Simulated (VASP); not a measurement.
ZnRe, 2 atoms in the cell. The structure is hexagonal, space group P-6m2 (No. 187). The conventional cell has a = 2.748 Å, b = 2.748 Å, c = 4.494 Å, α = 90.00°, β = 90.00°, γ = 120.00°. Within 3.6 Å of Zn (site symmetry -6m2) lie 6 Zn at 2.75 Å and 6 Re at 2.75 Å. Within 3.6 Å of Re (site symmetry -6m2) lie 6 Re at 2.75 Å and 6 Zn at 2.75 Å. 

| Item | Value |
| --- | --- |
| Program | VASP 6.6.1 |
| Task | single point |
| Functional | PBEsol |
| Dispersion | D3(BJ) |
| Potentials or basis | VASP PAW PBE potentials, release 64 (Zn, Re) |
| Cutoff | 520 eV |
| k mesh | 16 × 16 × 9 |
| Occupations | fermi-dirac, width 0.08 eV |
| Spin | collinear spin |
| Starting moments | [0.0, 0.15] μB |
| Fixed moment | 0.15 μB |
| Dipole correction | no |
| Further INCAR settings | ALGO = Normal; EDIFF = 1e-06; NBANDS = 20 |

Potentials or basis: VASP PAW PBE potentials, release 64 (Zn, Re).

Launch:

```sh
$ cat potpaw_PBE.64/Zn/POTCAR potpaw_PBE.64/Re/POTCAR > POTCAR
$ mpirun -np 1 vasp_std > vasp.out
```

Hardware: 1 thread of AMD EPYC 9R45 96-Core Processor (Zen 5), with other jobs on the host.

**Question.** How long does it take, and how much memory?

**Answer.** Wall time 66 s on 1 thread of AMD EPYC 9R45 96-Core Processor (Zen 5), on a shared host, peak memory 0.24 GiB. Counts: scf iterations 13, k points 150.
